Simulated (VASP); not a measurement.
Wanted: the native input for a VASP 6.6.1 run.

| Property | Result |
| --- | --- |
| Task | single point |
| Functional | revPBE |
| Potentials or basis | VASP PAW PBE potentials, release 64 (Al) |
| Cutoff | 520 eV |
| k mesh | 11 × 11 × 11 |
| Occupations | fermi-dirac, width 0.05 eV |
| Spin | no spin polarisation |
| Dipole correction | no |
| Further INCAR settings | ALGO = Normal; EDIFF = 1e-06; NBANDS = 8 |

The structure of Al lies in POSCAR:

```
Al
1.0
    0.0000000000      1.9974394157      1.9974394157
    1.9974394157      0.0000000000      1.9974394157
    1.9974394157      1.9974394157      0.0000000000
Al
1
Direct
    0.0000000000      0.0000000000      0.0000000000
```

One way to write it, as run:

INCAR

```
SYSTEM = Al
PREC = Accurate
ENCUT = 520
EDIFF = 1E-6
ISMEAR = -1
SIGMA = 0.05
LREAL = .FALSE.
LASPH = .TRUE.
NELM = 60
ALGO = Normal
ISIF = 2
LWAVE = .FALSE.
LCHARG = .FALSE.
GGA = RE
NBANDS = 8
```

KPOINTS

```
Automatic mesh
0
G
  11 11 11
  0 0 0
```

Potentials or basis: VASP PAW PBE potentials, release 64 (Al).

The run is started by

```sh
$ cat potpaw_PBE.64/Al/POTCAR > POTCAR
$ mpirun -np 1 vasp_std > vasp.out
```

Results of the run:

* Pressure: 4.1 GPa

Caveat: the PAW data sets were made with another functional, which shifts forces and pressure a little.

Run time: 9.3 s on 1 thread of Intel Xeon 8259CL, on a shared host, peak memory 0.13 GiB.
